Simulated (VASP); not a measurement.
Write the native input for VASP 6.6.1 that does the following.

- Task: single point
- Functional: PBE
- Potentials or basis: VASP PAW PBE potentials, release 64 (Mg, Pt, S)
- Cutoff: 600 eV
- k mesh: 3 × 3 × 2
- Occupations: gaussian, width 0.15 eV
- Spin: no spin polarisation
- Dipole correction: no
- Further INCAR settings: ALGO = Normal; EDIFF = 1e-06; NBANDS = 23

The structure of MgPtS3 lies in POSCAR:

```
MgPtS3
1.0
    3.9241541086      0.0000000026      0.0000000000
   -1.9620770566      3.3984171451      0.0000000000
    0.0000000000      0.0000000000      8.1421930749
Mg Pt S
1 1 3
Direct
    0.0000000000      0.0000000000      0.0000000000
    0.3333333333      0.6666666667      0.5000000000
    0.0000000000      0.0000000000      0.3601991159
    0.0000000000      0.0000000000      0.6398008841
    0.6666666667      0.3333333333      0.0000000000
```

The input as run:

INCAR

```
  ALGO = Normal
  EDIFF = 1E-6
  ENCUT = 600
  GGA = PE
  GGA_COMPAT = False
  ISIF = 2
  ISMEAR = 0
  LASPH = True
  LCHARG = False
  LREAL = False
  LWAVE = False
  NBANDS = 23
  NELM = 120
  PREC = Accurate
  SIGMA = 0.15
```

KPOINTS

```
k-points
0
Gamma
  3 3 2
```

Potentials or basis: VASP PAW PBE potentials, release 64 (Mg, Pt, S).

Launch:

```bash
$ cat potpaw_PBE.64/Mg/POTCAR potpaw_PBE.64/Pt/POTCAR potpaw_PBE.64/S/POTCAR > POTCAR
$ mpirun -np 1 vasp_std > vasp.out
```

It gave:

```
Pressure               : -0.1 GPa
Largest force          : 0.141 eV/Å
Band gap on the k mesh : zero (band 15 reaches 4.31 eV, above the bottom of band 16 at 4.30 eV)
```

Caveat: the k points lie up to 0.62 Å⁻¹ apart; spin-orbit coupling is left out, which moves the levels of the heavy elements.

Wall time 19 s on 1 thread of AMD EPYC 9R45 96-Core Processor (Zen 5) (shared host), peak memory 0.22 GiB.
